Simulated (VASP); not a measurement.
A run of VASP 6.6.1:

INCAR

```
SYSTEM = WS2
PREC = Accurate ; ENCUT = 520
EDIFF = 1E-7 ; ISMEAR = -1
SIGMA = 0.05 ; LREAL = .False.
LASPH = .True. ; NELM = 100
ALGO = Normal ; ISIF = 2
LWAVE = .False. ; LCHARG = .False.
NBANDS = 20
```

The input KPOINTS:

```
regular mesh
0
Gamma
  10 10 10
  0 0 0
```

POSCAR

```
WS2
1.0
    1.5467664657      0.8930260354      6.0375157167
   -1.5467664657      0.8930260354      6.0375157167
    0.0000000000     -1.7860520706      6.0375157167
W S
1 2
Direct
    0.0000000000      0.0000000000      0.0000000000
    0.5810000000      0.5810000000      0.5810000000
    0.7503000000      0.7503000000      0.7503000000
```

Potentials or basis: VASP PAW LDA potentials, release 64 (W_sv, S).

Launch:

```bash
$ cat potpaw_LDA.64/W_sv/POTCAR potpaw_LDA.64/S/POTCAR > POTCAR
$ mpirun -np 1 vasp_std > vasp.out
```

Hardware: 1 thread of Intel(R) Xeon(R) Platinum 8259CL CPU @ 2.50GHz (Skylake/Cascade Lake) (shared host).

How long does it take, and how much memory?

Wall time 3.7 min on 1 thread of Intel(R) Xeon(R) Platinum 8259CL CPU @ 2.50GHz (Skylake/Cascade Lake), on a shared host, peak memory 0.32 GiB. Counts: scf iterations 14, k points 116.
